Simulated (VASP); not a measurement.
A run of VASP 6.6.1:

The input INCAR:

```
SYSTEM = GaCo
ALGO = Fast
EDIFF = 1E-7
ENCUT = 520
GGA = PE
ISIF = 2
ISMEAR = 0
ISPIN = 2
LASPH = .TRUE.
LCHARG = .FALSE.
LMAXMIX = 4
LORBIT = 11
LREAL = .FALSE.
LWAVE = .FALSE.
MAGMOM = -0.01 0.16
NBANDS = 22
NELM = 150
PREC = Accurate
SIGMA = 0.1
```

File KPOINTS:

```
k-points
0
G
  14 14 14
  0 0 0
```

Contents of POSCAR:

```
GaCo
1.0
    2.9318473800      0.0000000000      0.0000000000
    0.0000000000      2.9318473800      0.0000000000
    0.0000000000      0.0000000000      2.9318473800
Ga Co
1 1
Direct
    0.5000000000      0.5000000000      0.5000000000
    0.0000000000      0.0000000000      0.0000000000
```

Potentials or basis: VASP PAW PBE potentials, release 64 (Ga_d, Co).

Command:

```sh
$ cat potpaw_PBE.64/Ga_d/POTCAR potpaw_PBE.64/Co/POTCAR > POTCAR
$ mpirun -np 1 vasp_std > vasp.out
```

Hardware: 1 thread of Oxide Virtual Turin-like Processor (shared host).

Problem. How long does it take, and how much memory?

Solution. Run time: 2.3 min on 1 thread of Oxide Virtual Turin-like Processor, on a shared host, peak memory 0.2 GiB. Counts: scf iterations 21, k points 120.
